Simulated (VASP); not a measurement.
A run of VASP 6.6.1 is set up as follows.

File INCAR:

```
PREC = Accurate ; ENCUT = 400
EDIFF = 1E-6 ; ISMEAR = 0
SIGMA = 0.1 ; LREAL = F
LASPH = T ; NELM = 120
ALGO = Normal ; ISIF = 2
LWAVE = F ; LCHARG = F
GGA = PE ; NBANDS = 52
GGA_COMPAT = F
```

Contents of KPOINTS:

```
Automatic mesh
0
Gamma
  4 4 4
```

The input POSCAR:

```
Al
1.0
    3.2350204435      3.2350204435     -6.4700408869
    6.4700408869     -3.2350204435     -3.2350204435
   -3.2350204435     -3.2350204435     -6.4700408869
Al
23
Direct
    0.0318796543      0.6960371264      0.8840707655
    0.4337204946      0.6455166832      0.7317116047
    0.7681257744      0.7845945266      0.6728387928
    0.3692145395     -0.0164851096      0.8780786087
    0.7276282714      0.1355262945      0.8001989617
    0.0934240103      0.3447487745      0.7628706814
    0.4629058846      0.3327153626      0.5741617503
    0.8298972542      0.4027660276      0.5627894110
    0.1650585139      0.6904035711      0.4966562122
    0.5660468866      0.6184940822      0.3370341143
    0.9000995669      0.7087454438      0.2942400262
    0.1312939153      1.0065259422      0.6529997374
    0.5030764705     -0.0158429705      0.4622214994
    0.8504513747      0.0626742047      0.4224712869
    0.2097706218      0.3463387696      0.3659767444
    0.5953291333      0.2799387770      0.1845837640
    0.9590179220      0.3473376298      0.1701402695
    0.2900819639      0.6592185028      0.1159052181
    0.6936517216      0.5515371637     -0.0462755963
    0.2460682544     -0.0116158977      0.2687542522
    0.6335812614     -0.0886460137      0.0831778360
    0.3275183579      0.3371537684     -0.0265292759
   -0.0170083675      0.0156506997      0.0394233212
```

Potentials or basis: VASP PAW PBE potentials, release 64 (Al).

The run is started by

```console
$ cat potpaw_PBE.64/Al/POTCAR > POTCAR
$ mpirun -np 1 vasp_std > vasp.out
```

Task: Estimate the band gap on the k mesh.

Result: Zero (an odd number of electrons rules out a gap without spin polarisation).

Task: Estimate the largest force.

Result: 0.069 eV/Å.

Forces on the atoms (eV/Å):
```
Al   0.003  0.005 -0.015
Al   0.019 -0.003  0.020
Al   0.002 -0.005 -0.013
Al   0.000  0.000  0.005
Al   0.025 -0.042 -0.048
Al   0.004 -0.006 -0.016
Al  -0.013 -0.003 -0.009
Al   0.010 -0.010  0.003
Al   0.001 -0.006  0.003
Al   0.003  0.011  0.016
Al  -0.002 -0.001 -0.002
Al   0.012 -0.007  0.008
Al   0.001  0.017  0.003
Al   0.001 -0.005 -0.013
Al  -0.007 -0.001 -0.004
Al  -0.031  0.009 -0.003
Al   0.001 -0.002  0.007
Al   0.002  0.002 -0.002
Al  -0.015  0.020  0.040
Al   0.002  0.003  0.007
Al  -0.009  0.020  0.027
Al  -0.010 -0.003  0.005
Al   0.000  0.008 -0.019
```
